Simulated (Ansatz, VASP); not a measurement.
## Two plane-wave programs on RbBr

INCAR

```
PREC = Accurate
ENCUT = 520
EDIFF = 1E-6
ISMEAR = 0
SIGMA = 0.01
LREAL = F
LASPH = T
NELM = 100
ALGO = Normal
ISIF = 2
LWAVE = F
LCHARG = F
NBANDS = 15
```

The input KPOINTS:

```
regular mesh
0
Gamma
  6 6 6
```

File POSCAR:

```
RbBr
1.0
    0.0000000000      3.8694971258      3.8694971258
    3.8694971258      0.0000000000      3.8694971258
    3.8694971258      3.8694971258      0.0000000000
Rb Br
1 1
Direct
    0.0000000000      0.0000000000      0.0000000000
    0.2500000000      0.2500000000      0.2500000000
```

Input for Ansatz:

```yaml
crystal:
  lattice:
    - [0.0, 3.8694971258, 3.8694971258]
    - [3.8694971258, 0.0, 3.8694971258]
    - [3.8694971258, 3.8694971258, 0.0]
  atoms:
    - { symbol: Rb, position: [0.0, 0.0, 0.0] }
    - { symbol: Br, position: [0.25, 0.25, 0.25] }
kpoints:
  mp_grid: { grid: [6, 6, 6] }
  band_path:
    path:
      - [0.0, 0.0, 0.0]
      - [-0.5, -0.5, 0.0]
      - [-0.375, -0.375, 0.25]
      - [-0.375, 0.0, 0.375]
      - [0.0, 0.0, 0.5]
      - [-0.5, -0.25, 0.25]
      - [0.0, 0.5, 0.5]
    npoints: 1
hamiltonian:
  xc: lda
scf:
  occupations: { method: fixed }
  n_extra_bands: 4
output:
  forces: true
  stress: true
  eigenvalues: true
  write_density: true
  write_potential: true
  elf: true
  volumetric_format: npy
```

Alike in both runs: task single point; functional LDA; k mesh 6 × 6 × 6; no spin polarisation.

|  | VASP | Ansatz |
| --- | --- | --- |
| version | VASP 6.6.1 | Ansatz 0.2.0 |
| potentials or method | VASP PAW LDA potentials, release 64 (Rb_sv, Br) | plane waves, PAW |
| plane-wave cutoff (eV) | 520 | 420 |
| occupations | gaussian, width 0.01 eV | fixed |
| valence electrons in the cell | 16 | 16 |

Ansatz gave:

- gap on the k mesh at the Fermi level (eV): 3.81
- pressure (GPa): -1.0

Q: Which values does VASP return?

A: gap on the k mesh at the Fermi level (eV): 3.82; pressure (GPa): -0.9.

LDA's correlation is that of Perdew and Zunger in VASP and of Perdew and Wang (1992) in Ansatz.
